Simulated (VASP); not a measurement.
# C (C2/m) in VASP: further runs

The runs below take C through single point, with LDA.

Program: VASP 6.6.1. These are calculated values, not measurements. Logs are shortened: lines on timing, memory, paths and dates and some standing lists are left out, and cuts for length are marked.

### Step 1. The cell of the first run

The typed cell holds 6 atoms: a = 2.445 Å, b = 2.445 Å, c = 9.689 Å, α = 90.02°, β = 90.00°, γ = 60.00°.

### Step 2. Single point, LDA (the distance across one plane changed)

Contents of INCAR:

```
PREC = Accurate
ENCUT = 520
EDIFF = 1E-6
ISMEAR = 0
SIGMA = 0.05
LREAL = False
LASPH = True
NELM = 60
ALGO = Normal
ISIF = 2
LWAVE = False
LCHARG = False
NBANDS = 21
```

Contents of KPOINTS:

```
Automatic mesh
0
Gamma
  12 12 3
```

Contents of POSCAR:

```
C
1.0
    0.0000000000      2.4448680940      0.0000000000
   -2.1172982845      1.2224340470      0.0115975242
    0.0579460645      0.0000000000      9.6887152301
C
6
Direct
    0.4999938042      0.0000123915      0.1718958742
    0.8333033693      0.3333932613      0.8592047461
    0.1666485868      0.6667028264      0.5155503102
    0.4999824264      1.0000351473      0.5154473631
    0.8333276438      0.3333447124      0.1717929272
    0.1666372089      0.6667255822      0.8591017991
```

Potentials or basis: VASP PAW LDA potentials, release 64 (C).

Run with:

```sh
$ cat potpaw_LDA.64/C/POTCAR > POTCAR
$ mpirun -np 1 vasp_std > vasp.out
```

OUTCAR:

```text
PREC = Accurate
   ENCUT = 520
   EDIFF = 1E-6
   ISMEAR = 0
   LREAL = False
   LASPH = True
   NELM = 60
   ISIF = 2

 ion  position               nearest neighbor table
   1  0.500  0.000  0.172-   5 1.41   5 1.41   5 1.41
   2  0.833  0.333  0.859-   6 1.41   6 1.41   6 1.41
   3  0.167  0.667  0.516-   4 1.41   4 1.41   4 1.41
   4  0.500  0.000  0.515-   3 1.41   3 1.41   3 1.41
   5  0.833  0.333  0.172-   1 1.41   1 1.41   1 1.41
   6  0.167  0.667  0.859-   2 1.41   2 1.41   2 1.41

  LATTYP: Found a base centered monoclinic cell.
 ALAT       =     4.2346600941
 B/A-ratio  =     0.5773469510
 C/A-ratio  =     2.2879967446
 COS(beta)  =    -0.0005032517

  Lattice vectors:

 A1 = (  -2.1172982845,   1.2224340470,   0.0115975242)
 A2 = (  -2.1172982845,  -1.2224340470,   0.0115975242)
 A3 = (   0.0579460645,   0.0000000000,   9.6887152301)

Analysis of symmetry for initial positions (statically):
=====================================================================
 Subroutine PRICEL returns:
 Original cell was already a primitive cell.

 Routine SETGRP: Setting up the symmetry group for a
 base centered monoclinic supercell.

 Subroutine GETGRP returns: Found  4 space group operations
 (whereof  2 operations were pure point group operations)
 out of a pool of  4 trial point group operations.

The static configuration has the point symmetry C_1h.
 The point group associated with its full space group is C_2h.

Analysis of symmetry for dynamics (positions and initial velocities):
=====================================================================
 Subroutine PRICEL returns:
 Original cell was already a primitive cell.

 Routine SETGRP: Setting up the symmetry group for a
 base centered monoclinic supercell.

 Subroutine GETGRP returns: Found  4 space group operations
 (whereof  2 operations were pure point group operations)
 out of a pool of  4 trial point group operations.

The dynamic configuration has the point symmetry C_1h.
 The point group associated with its full space group is C_2h.

 Subroutine INISYM returns: Found  4 space group operations
 (whereof  2 operations are pure point group operations),
 and found     1 'primitive' translations

----------------------------------------------------------------------------------------

                                     Primitive cell

[... 99 lines left out ...]
   LREAL  =      F    real-space projection
   EDIFFG = 0.1E-04   stopping-criterion for IOM
   NSW    =      0    number of steps for IOM
   IBRION =     -1    ionic relax: 0-MD 1-quasi-New 2-CG
   NFREE  =      0    steps in history (QN), initial steepest desc. (CG)
   ISIF   =      2    stress and relaxation
   ISYM   =      2    0-nonsym 1-usesym 2-fastsym
   POTIM  = 0.5000    time-step for ionic-motion
   TEBEG  =    0.0;   TEEND  =   0.0 temperature during run
   PSTRESS=    0.0 pullay stress
   NELECT =      24.0000    total number of electrons
   NUPDOWN=      -1.0000    fix difference up-down
   EMIN   =  10.00;   EMAX   =-10.00  energy-range for DOS
   EFERMI =   0.00;   METHOD = LEGACY
   ISMEAR =     0;   SIGMA  =   0.05  broadening in eV -4-tet -1-fermi 0-gaus
   EFERMI_NEDOS =   21; number of points for ismear=-14 and -15
   IALGO  =     38    algorithm
   IMIX   =      4    mixing-type and parameters
     AMIX     =   0.40;   BMIX     =  1.00
     AMIX_MAG =   1.60;   BMIX_MAG =  1.00
  volume/ion in A,a.u.               =       8.36        56.41
  Fermi-wavevector in a.u.,A,eV,Ry     =   1.280479  2.419755 22.308488  1.639628
  Thomas-Fermi vector in A             =   2.412905
   LORBIT       =      0    0 simple, 1 ext, 2 COOP (PROOUT), +10 PAW based schemes
   GGA     = CA    functional components
   LHFCALC =     F    Hartree Fock is set to
   AEXX    =    0.0000 exact exchange contribution
   IVDW    =     0    specifies the selected vdW correction
   LEPSILON=     F    determine dielectric tensor
   LRPA    =     F    only Hartree local field effects (RPA)
 non-spin polarized calculation
 Gauss-broadening in eV      SIGMA  =   0.05
  energy-cutoff  :      520.00
  volume of cell :       50.16
 maximum number of plane-waves:      1375
   NGX =  9   NGY =  9   NGZ = 37

 number of electron      23.9999994 magnetization

 Free energy of the ion-electron system (eV)
  ---------------------------------------------------
  ext. energy  EPLUGINS =         0.00000000
  ---------------------------------------------------
  free energy    TOTEN  =       -60.65122828 eV

  energy without entropy =      -60.65122828  energy(sigma->0) =      -60.65122828

 E-fermi :   4.9886     XC(G=0): -11.0440

 val. band max:        4.7035680834   @ k =  -0.3333   0.3333  -0.0000
 cond. band min:       5.3831985456   @ k =  -0.3333   0.3333  -0.0000
 fundamental gap:      0.6796304623
 Fermi energy:         4.9886486940

 k-point     1 :       0.0000    0.0000    0.0000
  band No.  band energies     occupation
      1     -14.6422      2.00000
      2     -14.3539      2.00000
      3     -14.2571      2.00000
      4      -3.5277      2.00000
      5      -3.1867      2.00000
      6      -1.3735      2.00000
[... 565 lines left out ...]
     20      16.6240      0.00000
     21      17.1353      0.00000

 [... further k-points ...]

------------------------ aborting loop because EDIFF is reached ----------------------------------------

  FORCE on cell =-STRESS in cart. coord.  units (eV):
  Direction    XX          YY          ZZ          XY          YZ          ZX
  --------------------------------------------------------------------------------------
  -------------------------------------------------------------------------------------
  Total        0.3985103      0.3995506      0.3998186      0.0000000      0.0000000     -0.0012003
  in kB       12.7301127     12.7633453     12.7719048      0.0000000      0.0000000     -0.0383442
  external PRESSURE =      12.7551209 kB  Pullay stress =       0.0000000 kB

 VOLUME and BASIS-vectors are now :
 -----------------------------------------------------------------------------
  energy-cutoff  :      520.00
  volume of cell :       50.16
      direct lattice vectors                 reciprocal lattice vectors
     0.000000000  2.444868094  0.000000000     0.236142269  0.409020021 -0.001412315
    -2.117298284  1.222434047  0.011597524    -0.472284538  0.000000000  0.002824629
     0.057946064  0.000000000  9.688715230     0.000565331  0.000000000  0.103209478

 POSITION                                       TOTAL-FORCE (eV/Angst)
 -----------------------------------------------------------------------------------
      0.00993      1.22243      1.66545         0.000748      0.000000      0.113561
     -0.65611      2.44487      8.32846        -0.000058      0.000000     -0.052762
     -1.38173      1.22243      5.00275         0.000281     -0.000000      0.014384
      0.02979      1.22243      4.99402        -0.000281      0.000000     -0.014384
     -0.69584      2.44487      1.66832         0.000058     -0.000000      0.052762
     -1.36188      1.22243      8.33133        -0.000748      0.000000     -0.113561
 -----------------------------------------------------------------------------------
    total drift:                                0.000000      0.000000      0.000001

  FREE ENERGIE OF THE ION-ELECTRON SYSTEM (eV)
  ---------------------------------------------------
  free  energy   TOTEN  =       -60.6512282778 eV

  energy  without entropy=      -60.6512282778  energy(sigma->0) =      -60.65122828
```

OSZICAR:

```text
N       E                     dE             d eps       ncg     rms          rms(c)
DAV:   1     0.580051800877E+02    0.58005E+02   -0.12529E+04  5082   0.106E+03
DAV:   2    -0.602160204841E+02   -0.11822E+03   -0.11153E+03  6621   0.224E+02
DAV:   3    -0.648940473820E+02   -0.46780E+01   -0.46570E+01  6359   0.415E+01
DAV:   4    -0.649450840374E+02   -0.51037E-01   -0.51008E-01  7368   0.509E+00
DAV:   5    -0.649457753010E+02   -0.69126E-03   -0.69102E-03  6840   0.525E-01    0.116E+01
DAV:   6    -0.616549691972E+02    0.32908E+01   -0.28019E+00  5964   0.894E+00    0.657E+00
DAV:   7    -0.606510077292E+02    0.10040E+01   -0.31173E+00  5957   0.963E+00    0.177E+00
DAV:   8    -0.606539566787E+02   -0.29489E-02   -0.16564E-01  6190   0.215E+00    0.414E-01
DAV:   9    -0.606512667010E+02    0.26900E-02   -0.59460E-03  6572   0.461E-01    0.117E-01
DAV:  10    -0.606512285178E+02    0.38183E-04   -0.51132E-04  6770   0.131E-01    0.361E-02
DAV:  11    -0.606512286868E+02   -0.16901E-06   -0.12610E-05  6748   0.236E-02    0.124E-02
DAV:  12    -0.606512282778E+02    0.40903E-06   -0.29020E-06  6271   0.127E-02
   1 F= -.60651228E+02 E0= -.60651228E+02  d E =-.168308E-17
```

It took 2.1 min on 1 thread of Intel Xeon 8259CL, shared host; peak memory 0.2 GiB.

What came out:

```yaml
Free_energy: -60.6512 eV
Pressure: 1.3 GPa
Largest_force: 0.114 eV/Å
```

Forces on the atoms (eV/Å):
```
C    0.001  0.000  0.114
C    0.000  0.000 -0.053
C    0.000  0.000  0.014
C    0.000  0.000 -0.014
C    0.000  0.000  0.053
C   -0.001  0.000 -0.114
```

Caveat: the cell differs from its parent crystal (the distance across one plane changed).

[end of part 1 of 2]
